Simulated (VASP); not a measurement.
# Mo6C in VASP: notebook

Runs on Mo6C. Level: PBEsol. Tasks: single point.

All numbers are computed with VASP 6.6.1; they aren't measurements. Logs are shortened: lines on timing, memory, paths and dates and some standing lists are left out, and cuts for length are marked.

## (1) The cell of the first run

The cell holds a slab with vacuum, 7 atoms: a = 4.426 Å, b = 4.426 Å, c = 19.725 Å, α = 90.00°, β = 90.00°, γ = 120.00°.

## (2) Single point, PBEsol

The input, INCAR:

```
SYSTEM = Mo6C
  PREC = Accurate
  ENCUT = 520
  EDIFF = 1E-6
  ISMEAR = 0
  SIGMA = 0.1
  LREAL = .FALSE.
  LASPH = .TRUE.
  NELM = 60
  ALGO = Normal
  ISIF = 2
  LWAVE = .FALSE.
  LCHARG = .FALSE.
  LDIPOL = .TRUE.
  IDIPOL = 3
  DIPOL = 0.5 0.5 0.340
  GGA = PS
  NBANDS = 53
```

The input, KPOINTS:

```
Automatic mesh
0
G
  6 6 1
  0 0 0
```

The input, POSCAR:

```
Mo6C
1.0
    4.4256825775      0.0000000000      0.0000000000
   -2.2128412887      3.8327535412      0.0000000000
    0.0000000000      0.0000000000     19.7247696083
Mo C
6 1
Direct
    0.6666666667      0.3333333333      0.2027907083
    0.3333333333      0.6666666667      0.2485904155
    0.0000000000      0.0000000000      0.2943901228
    0.6666666667      0.3333333333      0.3368101117
    0.3333333333      0.6666666667      0.3772266205
    0.0000000000      0.0000000000      0.4169767136
    0.0000000000      0.0000000000      0.5051642629
```

Potentials or basis: VASP PAW PBE potentials, release 64 (Mo_sv, C).

Launch:

```
$ cat potpaw_PBE.64/Mo_sv/POTCAR potpaw_PBE.64/C/POTCAR > POTCAR
$ mpirun -np 1 vasp_std > vasp.out
```

OUTCAR:

```text
SYSTEM = Mo6C
   PREC = Accurate
   ENCUT = 520
   EDIFF = 1E-6
   ISMEAR = 0
   LREAL = .FALSE.
   LASPH = .TRUE.
   NELM = 60
   ISIF = 2
   GGA = PS

 ion  position               nearest neighbor table
   1  0.667  0.333  0.203-   4 2.64   2 2.71   2 2.71   2 2.71   3 3.13   3 3.13   3 3.13
   2  0.333  0.667  0.249-   5 2.54   1 2.71   1 2.71   3 2.71   1 2.71   3 2.71   3 2.71   4 3.09
                             4 3.09   4 3.09
   3  0.000  0.000  0.294-   6 2.42   4 2.69   4 2.69   4 2.69   2 2.71   2 2.71   2 2.71   5 3.03
                             5 3.03   5 3.03   1 3.13   1 3.13   1 3.13
   4  0.667  0.333  0.337-   1 2.64   5 2.68   5 2.68   5 2.68   3 2.69   3 2.69   3 2.69   6 3.00
                             6 3.00   6 3.00   2 3.09   2 3.09   2 3.09
   5  0.333  0.667  0.377-   2 2.54   6 2.67   6 2.67   6 2.67   4 2.68   4 2.68   4 2.68   3 3.03
                             3 3.03   3 3.03
   6  0.000  0.000  0.417-   7 1.74   3 2.42   5 2.67   5 2.67   5 2.67   4 3.00   4 3.00   4 3.00

   7  0.000  0.000  0.505-   6 1.74

  LATTYP: Found a hexagonal cell.
 ALAT       =     4.4256825775
 C/A-ratio  =     4.4568875564

  Lattice vectors:

 A1 = (   4.4256825775,   0.0000000000,   0.0000000000)
 A2 = (  -2.2128412887,   3.8327535412,   0.0000000000)
 A3 = (   0.0000000000,   0.0000000000,  19.7247696083)

Analysis of symmetry for initial positions (statically):
=====================================================================
 Subroutine PRICEL returns:
 Original cell was already a primitive cell.

 Routine SETGRP: Setting up the symmetry group for a
 hexagonal supercell.

 Subroutine GETGRP returns: Found  6 space group operations
 (whereof  6 operations were pure point group operations)
 out of a pool of 24 trial point group operations.

The static configuration has the point symmetry C_3v.

Analysis of symmetry for dynamics (positions and initial velocities):
=====================================================================
 Subroutine PRICEL returns:
 Original cell was already a primitive cell.

 Routine SETGRP: Setting up the symmetry group for a
 hexagonal supercell.

 Subroutine GETGRP returns: Found  6 space group operations
 (whereof  6 operations were pure point group operations)
 out of a pool of 24 trial point group operations.

The dynamic configuration has the point symmetry C_3v.

 Subroutine INISYM returns: Found  6 space group operations
 (whereof  6 operations are pure point group operations),
 and found     1 'primitive' translations

----------------------------------------------------------------------------------------

                                     Primitive cell

  volume of cell :     334.5824

  direct lattice vectors                    reciprocal lattice vectors
     4.425682577  0.000000000  0.000000000     0.225953846  0.130454514  0.000000000
    -2.212841289  3.832753541  0.000000000     0.000000000  0.260909028  0.000000000
     0.000000000  0.000000000 19.724769608     0.000000000  0.000000000  0.050697677

  length of vectors
     4.425682577  4.425682577 19.724769608     0.260909028  0.260909028  0.050697677

  position of ions in fractional coordinates (direct lattice)
     0.666666667  0.333333333  0.202790708
     0.333333333  0.666666667  0.248590415
     0.000000000  0.000000000  0.294390123
     0.666666667  0.333333333  0.336810112
     0.333333333  0.666666667  0.377226620
     0.000000000  0.000000000  0.416976714
     0.000000000  0.000000000  0.505164263

  ion indices of the primitive-cell ions
   primitive index   ion index
                 1           1
                 2           2
                 3           3
                 4           4
                 5           5
                 6           6
                 7           7

----------------------------------------------------------------------------------------

 KPOINTS: Automatic mesh

Automatic generation of k-mesh.
 Grid dimensions read from file:
 generate k-points for:    6    6    1

 Generating k-lattice:

  Cartesian coordinates                     Fractional coordinates (reciprocal lattice)
     0.037658974  0.021742419  0.000000000     0.166666667  0.000000000  0.000000000
     0.000000000  0.043484838  0.000000000     0.000000000  0.166666667  0.000000000
     0.000000000  0.000000000  0.050697677     0.000000000  0.000000000  1.000000000

  Length of vectors
     0.043484838  0.043484838  0.050697677

  Shift w.r.t. Gamma in fractional coordinates (k-lattice)
     0.000000000  0.000000000  0.000000000

 Subroutine IBZKPT returns following result:
 ===========================================

 Found      7 irreducible k-points:

 Following reciprocal coordinates:
            Coordinates               Weight
  0.000000  0.000000  0.000000      1.000000
  0.166667  0.000000  0.000000      6.000000
  0.333333  0.000000  0.000000      6.000000
  0.500000  0.000000  0.000000      3.000000
  0.166667  0.166667  0.000000      6.000000
  0.333333  0.166667  0.000000     12.000000
  0.333333  0.333333  0.000000      2.000000
   k-points           NKPTS =      7   k-points in BZ     NKDIM =      7   number of bands    NBANDS=     53
   number of dos      NEDOS =    301   number of ions     NIONS =      7
   total plane-waves  NPLWV = 194400
   dimension x,y,z NGX =    36 NGY =   36 NGZ =  150
   dimension x,y,z NGXF=    72 NGYF=   72 NGZF=  300
   ions per type =               6   1
   NGX,Y,Z   is equivalent  to a cutoff of  13.52, 13.52, 12.64 a.u.
   NGXF,Y,Z  is equivalent  to a cutoff of  27.05, 27.05, 25.28 a.u.
 SYSTEM =  Mo6C
   PREC   = accura    normal or accurate (medium, high low for compatibility)
   ISTART =      0    job   : 0-new  1-cont  2-samecut
   ICHARG =      2    charge: 1-file 2-atom 10-const
   ISPIN  =      1    spin polarized calculation?
   LNONCOLLINEAR =      F non collinear calculations
   LSORBIT =      F    spin-orbit coupling
   LASPH  =      T    aspherical Exc in radial PAW
   ENCUT  =  520.0 eV  38.22 Ry    6.18 a.u.   8.23  8.23 36.67*2*pi/ulx,y,z
   NELM   =     60;   NELMIN=  2; NELMDL= -5     # of ELM steps
   EDIFF  = 0.1E-05   stopping-criterion for ELM
   LREAL  =      F    real-space projection
   EDIFFG = 0.1E-04   stopping-criterion for IOM
   NSW    =      0    number of steps for IOM
   IBRION =     -1    ionic relax: 0-MD 1-quasi-New 2-CG
   NFREE  =      0    steps in history (QN), initial steepest desc. (CG)
   ISIF   =      2    stress and relaxation
   ISYM   =      2    0-nonsym 1-usesym 2-fastsym
   POTIM  = 0.5000    time-step for ionic-motion
   TEBEG  =    0.0;   TEEND  =   0.0 temperature during run
   PSTRESS=    0.0 pullay stress
   NELECT =      88.0000    total number of electrons
   NUPDOWN=      -1.0000    fix difference up-down
   EMIN   =  10.00;   EMAX   =-10.00  energy-range for DOS
   EFERMI =   0.00;   METHOD = LEGACY
   ISMEAR =     0;   SIGMA  =   0.10  broadening in eV -4-tet -1-fermi 0-gaus
   EFERMI_NEDOS =   21; number of points for ismear=-14 and -15
   IALGO  =     38    algorithm
   IMIX   =      4    mixing-type and parameters
     AMIX     =   0.40;   BMIX     =  1.00
     AMIX_MAG =   1.60;   BMIX_MAG =  1.00
  volume/ion in A,a.u.               =      47.80       322.55
  Fermi-wavevector in a.u.,A,eV,Ry     =   1.048901  1.982136 14.969052  1.100194
  Thomas-Fermi vector in A             =   2.183842
   LORBIT       =      0    0 simple, 1 ext, 2 COOP (PROOUT), +10 PAW based schemes
   GGA     = PS    functional components
   LHFCALC =     F    Hartree Fock is set to
   AEXX    =    0.0000 exact exchange contribution
   IVDW    =     0    specifies the selected vdW correction
   LEPSILON=     F    determine dielectric tensor
   LRPA    =     F    only Hartree local field effects (RPA)
 non-spin polarized calculation
 Gauss-broadening in eV      SIGMA  =   0.10
  energy-cutoff  :      520.00
  volume of cell :      334.58
 maximum number of plane-waves:      9055
 NGX is ok and might be reduce to    36
   NGX = 17   NGY = 17   NGZ = 73

 dipolmoment           0.000000      0.000000     -0.430190 electrons x Angstroem

 number of electron      88.0000012 magnetization

 dipolmoment           0.000000      0.000000      0.279223 electrons x Angstroem

 Free energy of the ion-electron system (eV)
  ---------------------------------------------------
  ext. energy  EPLUGINS =         0.00000000
  ---------------------------------------------------
  free energy    TOTEN  =       -68.85496443 eV

  energy without entropy =      -68.82158238  energy(sigma->0) =      -68.83827341

 E-fermi :  -0.0258     XC(G=0):  -5.1937

 val. band max:       -0.0712652554   @ k =   0.3333   0.0000   0.0000
 cond. band min:      -0.0173661756   @ k =   0.3333   0.0000   0.0000
 fundamental gap:      0.0538990797
 Fermi energy:        -0.0257698778

 k-point     1 :       0.0000    0.0000    0.0000
  band No.  band energies     occupation
      1     -61.0930      2.00000
      2     -60.8347      2.00000
      3     -60.8273      2.00000
      4     -60.7305      2.00000
      5     -60.6305      2.00000
      6     -59.8714      2.00000
[... 45 lines left out ...]
     52       2.1363      0.00000
     53       2.1874      0.00000

 k-point     2 :       0.1667    0.0000    0.0000
  band No.  band energies     occupation
      1     -61.0713      2.00000
      2     -60.8405      2.00000
      3     -60.8174      2.00000
      4     -60.7424      2.00000
      5     -60.6428      2.00000
      6     -59.8744      2.00000
[... 45 lines left out ...]
     52       2.0746      0.00000
     53       2.1325      0.00000
[... 222 lines left out ...]
     52       1.6740      0.00000
     53       1.9205      0.00000

 k-point     7 :       0.3333    0.3333    0.0000
  band No.  band energies     occupation
      1     -60.9618      2.00000
      2     -60.8514      2.00000
      3     -60.8360      2.00000
      4     -60.7541      2.00000
      5     -60.7054      2.00000
      6     -59.8850      2.00000
[... 45 lines left out ...]
     52       1.4350      0.00000
     53       1.7359      0.00000

------------------------ aborting loop because EDIFF is reached ----------------------------------------

 vacuum level on the upper side and lower side of the slab       (xc-potential included)         1.446        -1.453

  FORCE on cell =-STRESS in cart. coord.  units (eV):
  Direction    XX          YY          ZZ          XY          YZ          ZX
  --------------------------------------------------------------------------------------
  -------------------------------------------------------------------------------------
  Total       -3.3263242     -3.3263242      0.0070043     -0.0000000      0.0000000     -0.0000000
  in kB      -15.9283966    -15.9283966      0.0335407     -0.0000000      0.0000000     -0.0000000
  external PRESSURE =     -10.6077509 kB  Pullay stress =       0.0000000 kB

 VOLUME and BASIS-vectors are now :
 -----------------------------------------------------------------------------
  energy-cutoff  :      520.00
  volume of cell :      334.58
      direct lattice vectors                 reciprocal lattice vectors
     4.425682577  0.000000000  0.000000000     0.225953846  0.130454514  0.000000000
    -2.212841289  3.832753541  0.000000000     0.000000000  0.260909028  0.000000000
     0.000000000  0.000000000 19.724769608     0.000000000  0.000000000  0.050697677

 POSITION                                       TOTAL-FORCE (eV/Angst)
 -----------------------------------------------------------------------------------
      2.21284      1.27758      4.00000        -0.000000      0.000000      2.445572
     -0.00000      2.55517      4.90339         0.000000     -0.000000     -0.425609
      0.00000      0.00000      5.80678        -0.000000     -0.000000     -3.241622
      2.21284      1.27758      6.64350        -0.000000      0.000000     -0.947616
     -0.00000      2.55517      7.44071         0.000000      0.000000      0.738233
      0.00000      0.00000      8.22477        -0.000000     -0.000000      1.322691
      0.00000      0.00000      9.96425        -0.000000     -0.000000      0.108352
 -----------------------------------------------------------------------------------
    total drift:                               -0.000000     -0.000000      0.000000

  FREE ENERGIE OF THE ION-ELECTRON SYSTEM (eV)
  ---------------------------------------------------
  free  energy   TOTEN  =       -68.8549644298 eV

  energy  without entropy=      -68.8215823837  energy(sigma->0) =      -68.83827341

 vacuum level on the upper side and lower side of the slab         6.599         3.609
```

Wall time 4.5 min (1 thread of AMD EPYC 9R45 (Zen 5), shared host); peak memory 0.45 GiB.

Results:

```yaml
Free_energy: -68.8550 eV
Largest_force: 3.242 eV/Å
Band_gap_on_the_k_mesh: zero (bands 44 and 45 overlap by 0.50 eV)
```

Forces in eV/Å, atoms in the order of the input:
```
Mo   0.000  0.000  2.446
Mo   0.000  0.000 -0.426
Mo   0.000  0.000 -3.242
Mo   0.000  0.000 -0.948
Mo   0.000  0.000  0.738
Mo   0.000  0.000  1.323
C    0.000  0.000  0.108
```

Caveat: the PAW data sets were made with another functional, which shifts forces and pressure a little.

[end of part 1 of 2]

The gap in the log of VASP goes by the Fermi energy; the results here count the filled bands.